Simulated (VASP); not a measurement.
# Cd2Br (P1) in VASP: single point with r2SCAN

Aim: the single point of Cd2Br with r2SCAN.

Program: VASP 6.6.1. These are calculated values, not measurements. Logs are shortened: lines on timing, memory, paths and dates and some standing lists are left out, and cuts for length are marked.

### Step 1. The cell of the first run

The typed cell holds 3 atoms: a = 3.939 Å, b = 3.939 Å, c = 6.246 Å, α = 90.00°, β = 90.00°, γ = 120.00°.

### Step 2. Single point, r2SCAN

POSCAR reads:

```
Cd2Br
1.0
    3.9388559700      0.0000000000      0.0000000000
   -1.9694279800      3.4111493300      0.0000000000
    0.0000000000      0.0000000000      6.2457906100
Cd Br
2 1
Direct
    0.0068250000      0.0035250000      0.1907980000
    0.0034130000     -0.0081730000      0.8122860000
   -0.0034190000     -0.0021650000      0.5020080000
```

INCAR.step1 reads:

```
ALGO = Normal ; EDIFF = 1E-4
ENCUT = 520 ; GGA = PE
ISMEAR = -1 ; LASPH = T
LCHARG = F ; LREAL = F
LWAVE = T ; NBANDS = 22
NELM = 60 ; PREC = Accurate
SIGMA = 0.05
```

INCAR.step2 reads:

```
ALGO = Normal ; EDIFF = 1E-6
ENCUT = 520 ; ISIF = 2
ISMEAR = -1 ; ISTART = 1
LASPH = T ; LCHARG = T
LELF = T ; LMIXTAU = T
LREAL = F ; LVHAR = T
LWAVE = F ; METAGGA = R2SCAN
NBANDS = 22 ; NELM = 60
PREC = Accurate ; SIGMA = 0.05
```

KPOINTS reads:

```
k-points
0
Gamma
  7 7 4
```

Potentials or basis: VASP PAW PBE potentials, release 64 (Cd, Br).

Command:

```sh
> cat potpaw_PBE.64/Cd/POTCAR potpaw_PBE.64/Br/POTCAR > POTCAR
> cp INCAR.step1 INCAR
> mpirun -np 1 vasp_std > vasp.out
> cp INCAR.step2 INCAR
> mpirun -np 1 vasp_std > vasp.out
```

OUTCAR:

```text
EDIFF = 1E-6
   ENCUT = 520
   ISIF = 2
   ISMEAR = -1
   ISTART = 1
   LASPH = T
   LREAL = F
   METAGGA = R2SCAN
   NELM = 60
   PREC = Accurate

 ion  position               nearest neighbor table
   1  0.007  0.004  0.191-   3 1.94   2 2.36
   2  0.003  0.992  0.812-   3 1.94   1 2.36
   3  0.997  0.998  0.502-   2 1.94   1 1.94

  LATTYP: Found a hexagonal cell.
 ALAT       =     3.9388559700
 C/A-ratio  =     1.5856864677

  Lattice vectors:

 A1 = (   3.9388559700,   0.0000000000,   0.0000000000)
 A2 = (  -1.9694279800,   3.4111493300,   0.0000000000)
 A3 = (   0.0000000000,   0.0000000000,   6.2457906100)

Analysis of symmetry for initial positions (statically):
=====================================================================
 Subroutine PRICEL returns:
 Original cell was already a primitive cell.

 Routine SETGRP: Setting up the symmetry group for a
 hexagonal supercell.

 Subroutine GETGRP returns: Found  1 space group operations
 (whereof  1 operations were pure point group operations)
 out of a pool of 24 trial point group operations.

The static configuration has the point symmetry C_1 .

Analysis of symmetry for dynamics (positions and initial velocities):
=====================================================================
 Subroutine PRICEL returns:
 Original cell was already a primitive cell.

 Routine SETGRP: Setting up the symmetry group for a
 hexagonal supercell.

 Subroutine GETGRP returns: Found  1 space group operations
 (whereof  1 operations were pure point group operations)
 out of a pool of 24 trial point group operations.

The dynamic configuration has the point symmetry C_1 .

 Subroutine INISYM returns: Found  1 space group operations
 (whereof  1 operations are pure point group operations),
 and found     1 'primitive' translations

----------------------------------------------------------------------------------------

                                     Primitive cell

  volume of cell :      83.9186

  direct lattice vectors                    reciprocal lattice vectors
     3.938855970  0.000000000  0.000000000     0.253880824  0.146578162  0.000000000
    -1.969427980  3.411149330  0.000000000     0.000000000  0.293156325  0.000000000
     0.000000000  0.000000000  6.245790610     0.000000000  0.000000000  0.160107833

  length of vectors
     3.938855970  3.938855966  6.245790610     0.293156324  0.293156325  0.160107833

  position of ions in fractional coordinates (direct lattice)
     0.006825000  0.003525000  0.190798000
     0.003413000  0.991827000  0.812286000
     0.996581000  0.997835000  0.502008000

  ion indices of the primitive-cell ions
   primitive index   ion index
                 1           1
                 2           2
                 3           3

----------------------------------------------------------------------------------------

 KPOINTS: k-points

Automatic generation of k-mesh.
 Grid dimensions read from file:
 generate k-points for:    7    7    4

 Generating k-lattice:

  Cartesian coordinates                     Fractional coordinates (reciprocal lattice)
     0.036268689  0.020939737  0.000000000     0.142857143  0.000000000  0.000000000
     0.000000000  0.041879475  0.000000000     0.000000000  0.142857143  0.000000000
     0.000000000  0.000000000  0.040026958     0.000000000  0.000000000  0.250000000

  Length of vectors
     0.041879475  0.041879475  0.040026958

  Shift w.r.t. Gamma in fractional coordinates (k-lattice)
     0.000000000  0.000000000  0.000000000

 Subroutine IBZKPT returns following result:
 ===========================================

 Found     99 irreducible k-points:

 Following reciprocal coordinates:
            Coordinates               Weight
  0.000000  0.000000  0.000000      1.000000
  0.142857 -0.000000  0.000000      2.000000
  0.000000  0.142857  0.000000      2.000000
 -0.142857  0.142857  0.000000      2.000000
  0.285714  0.000000  0.000000      2.000000
  0.000000  0.285714  0.000000      2.000000
[... 16 lines left out ...]
  0.285714  0.285714  0.000000      2.000000
 -0.285714 -0.428571  0.000000      2.000000
 [... further k-points ...]
   k-points           NKPTS =     99   k-points in BZ     NKDIM =     99   number of bands    NBANDS=     22
   number of dos      NEDOS =    301   number of ions     NIONS =      3
   total plane-waves  NPLWV =  43200
   dimension x,y,z NGX =    30 NGY =   30 NGZ =   48
   dimension x,y,z NGXF=    60 NGYF=   60 NGZF=   96
   ions per type =               2   1
   NGX,Y,Z   is equivalent  to a cutoff of  12.66, 12.66, 12.78 a.u.
   NGXF,Y,Z  is equivalent  to a cutoff of  25.32, 25.32, 25.55 a.u.
 SYSTEM =  unknown system
   PREC   = accura    normal or accurate (medium, high low for compatibility)
   ISTART =      1    job   : 0-new  1-cont  2-samecut
   ICHARG =      0    charge: 1-file 2-atom 10-const
   ISPIN  =      1    spin polarized calculation?
   LNONCOLLINEAR =      F non collinear calculations
   LSORBIT =      F    spin-orbit coupling
   LASPH  =      T    aspherical Exc in radial PAW
   ENCUT  =  520.0 eV  38.22 Ry    6.18 a.u.   7.32  7.32 11.61*2*pi/ulx,y,z
   NELM   =     60;   NELMIN=  2; NELMDL=  0     # of ELM steps
   EDIFF  = 0.1E-05   stopping-criterion for ELM
   LREAL  =      F    real-space projection
   EDIFFG = 0.1E-04   stopping-criterion for IOM
   NSW    =      0    number of steps for IOM
   IBRION =     -1    ionic relax: 0-MD 1-quasi-New 2-CG
   NFREE  =      0    steps in history (QN), initial steepest desc. (CG)
   ISIF   =      2    stress and relaxation
   ISYM   =      2    0-nonsym 1-usesym 2-fastsym
   POTIM  = 0.5000    time-step for ionic-motion
   TEBEG  =    0.0;   TEEND  =   0.0 temperature during run
   PSTRESS=    0.0 pullay stress
   NELECT =      31.0000    total number of electrons
   NUPDOWN=      -1.0000    fix difference up-down
   EMIN   =  10.00;   EMAX   =-10.00  energy-range for DOS
   EFERMI =   0.00;   METHOD = LEGACY
   ISMEAR =    -1;   SIGMA  =   0.05  broadening in eV -4-tet -1-fermi 0-gaus
   EFERMI_NEDOS =   21; number of points for ismear=-14 and -15
   IALGO  =     38    algorithm
   IMIX   =      4    mixing-type and parameters
     AMIX     =   0.40;   BMIX     =  1.00
     AMIX_MAG =   1.60;   BMIX_MAG =  1.00
  volume/ion in A,a.u.               =      27.97       188.77
  Fermi-wavevector in a.u.,A,eV,Ry     =   1.174652  2.219771 18.773426  1.379808
  Thomas-Fermi vector in A             =   2.311046
   LORBIT       =      0    0 simple, 1 ext, 2 COOP (PROOUT), +10 PAW based schemes
   METAGGA = R2SCAN    functional components
   LHFCALC =     F    Hartree Fock is set to
   AEXX    =    0.0000 exact exchange contribution
   IVDW    =     0    specifies the selected vdW correction
   LEPSILON=     F    determine dielectric tensor
   LRPA    =     F    only Hartree local field effects (RPA)
 non-spin polarized calculation
  energy-cutoff  :      520.00
  volume of cell :       83.92
 maximum number of plane-waves:      2321
 NGX is ok and might be reduce to    30
   NGX = 15   NGY = 15   NGZ = 23

 number of electron      31.0000005 magnetization

 Free energy of the ion-electron system (eV)
  ---------------------------------------------------
  ext. energy  EPLUGINS =         0.00000000
  ---------------------------------------------------
  free energy    TOTEN  =       -45.72366148 eV

  energy without entropy =      -45.71201954  energy(sigma->0) =      -45.71784051

 E-fermi :   3.1023     XC(G=0):  -9.5918

 val. band max:        3.0970142714   @ k =  -0.1429  -0.4286   0.0000
 cond. band min:       3.1156267499   @ k =   0.4286   0.2857   0.5000
 fundamental gap:      0.0186124786
 Fermi energy:         3.1022729703

 k-point     1 :       0.0000    0.0000    0.0000
  band No.  band energies     occupation
      1     -18.2808      2.00000
      2     -10.5627      2.00000
      3      -9.2483      2.00000
      4      -9.2429      2.00000
      5      -8.6839      2.00000
      6      -7.7819      2.00000
[... 14 lines left out ...]
     21       9.9706      0.00000
     22       9.9731      0.00000

 k-point     2 :       0.1429   -0.0000    0.0000
  band No.  band energies     occupation
      1     -18.2494      2.00000
      2     -10.5566      2.00000
      3      -9.2968      2.00000
      4      -9.2530      2.00000
      5      -8.6395      2.00000
      6      -7.7935      2.00000
[... 14 lines left out ...]
     21       9.5522      0.00000
     22       9.7900      0.00000

 k-point     3 :       0.0000    0.1429    0.0000
  band No.  band energies     occupation
      1     -18.2494      2.00000
      2     -10.5566      2.00000
      3      -9.2925      2.00000
      4      -9.2574      2.00000
      5      -8.6394      2.00000
      6      -7.7944      2.00000
[... 14 lines left out ...]
     21       9.5452      0.00000
     22       9.7925      0.00000

 k-point     4 :      -0.1429    0.1429    0.0000
  band No.  band energies     occupation
      1     -18.2494      2.00000
      2     -10.5566      2.00000
      3      -9.2955      2.00000
      4      -9.2543      2.00000
      5      -8.6395      2.00000
      6      -7.7943      2.00000
[... 14 lines left out ...]
     21       9.5519      0.00000
     22       9.7882      0.00000

 k-point     5 :       0.2857    0.0000    0.0000
  band No.  band energies     occupation
      1     -18.1775      2.00000
      2     -10.5427      2.00000
      3      -9.3990      2.00000
      4      -9.2746      2.00000
      5      -8.5463      2.00000
      6      -7.8224      2.00000
[... 417 lines left out ...]
 k-point    22 :       0.4286    0.4286    0.0000
  band No.  band energies     occupation
      1     -18.1020      2.00000
      2     -10.5285      2.00000
      3      -9.4703      2.00000
      4      -9.3248      2.00000
      5      -8.4501      2.00000
      6      -7.8441      2.00000
[... 14 lines left out ...]
     21      10.3052      0.00000
     22      10.6403      0.00000

 k-point    23 :       0.2857    0.2857    0.0000
  band No.  band energies     occupation
      1     -18.0947      2.00000
      2     -10.5271      2.00000
      3      -9.4357      2.00000
      4      -9.3714      2.00000
      5      -8.4353      2.00000
      6      -7.8337      2.00000
[... 14 lines left out ...]
     21       9.4163      0.00000
     22      10.8044      0.00000

 k-point    24 :      -0.2857   -0.4286    0.0000
  band No.  band energies     occupation
      1     -18.0947      2.00000
      2     -10.5271      2.00000
      3      -9.4342      2.00000
      4      -9.3728      2.00000
      5      -8.4354      2.00000
      6      -7.8311      2.00000
[... 14 lines left out ...]
     21       9.4164      0.00000
     22      10.8042      0.00000

 [... further k-points ...]

------------------------ aborting loop because EDIFF is reached ----------------------------------------

  FORCE on cell =-STRESS in cart. coord.  units (eV):
  Direction    XX          YY          ZZ          XY          YZ          ZX
  --------------------------------------------------------------------------------------
  -------------------------------------------------------------------------------------
  Total       -0.4763325     -0.4892586     75.1246727     -0.0027468     -0.5321908      0.1415213
  in kB       -9.0941594     -9.3409437   1434.2832362     -0.0524425    -10.1606088      2.7019298
  external PRESSURE =     471.9493777 kB  Pullay stress =       0.0000000 kB

 VOLUME and BASIS-vectors are now :
 -----------------------------------------------------------------------------
  energy-cutoff  :      520.00
  volume of cell :       83.92
      direct lattice vectors                 reciprocal lattice vectors
     3.938855970  0.000000000  0.000000000     0.253880824  0.146578162  0.000000000
    -1.969427980  3.411149330  0.000000000     0.000000000  0.293156325  0.000000000
     0.000000000  0.000000000  6.245790610     0.000000000  0.000000000  0.160107833

 POSITION                                       TOTAL-FORCE (eV/Angst)
 -----------------------------------------------------------------------------------
      0.01994      0.01202      1.19168         0.239772      0.195672    -14.358475
     -1.93989      3.38327      5.07337         0.344471     -0.209609     14.759982
      1.96022      3.40376      3.13544        -0.584243      0.013937     -0.401507
 -----------------------------------------------------------------------------------
    total drift:                                0.001112      0.001176      0.007500

  FREE ENERGIE OF THE ION-ELECTRON SYSTEM (eV)
  ---------------------------------------------------
  free  energy   TOTEN  =       -45.7236614799 eV

  energy  without entropy=      -45.7120195411  energy(sigma->0) =      -45.71784051
```

It took 7.1 min on 1 thread of AMD EPYC 7R43 (Zen 3), shared host; peak memory 0.29 GiB.

Results:

| Item | Value |
| --- | --- |
| Free energy | -45.7237 eV |
| Pressure | 47.2 GPa |
| Largest force | 14.765 eV/Å |

Forces on the atoms (eV/Å):
```
Cd    0.240   0.196 -14.358
Cd    0.344  -0.210  14.760
Br   -0.584   0.014  -0.402
```

Caveat: the PAW data sets were made with another functional, which shifts forces and pressure a little; an odd number of electrons without spin polarisation forces a metal; a magnetic or distorted state may lie lower.
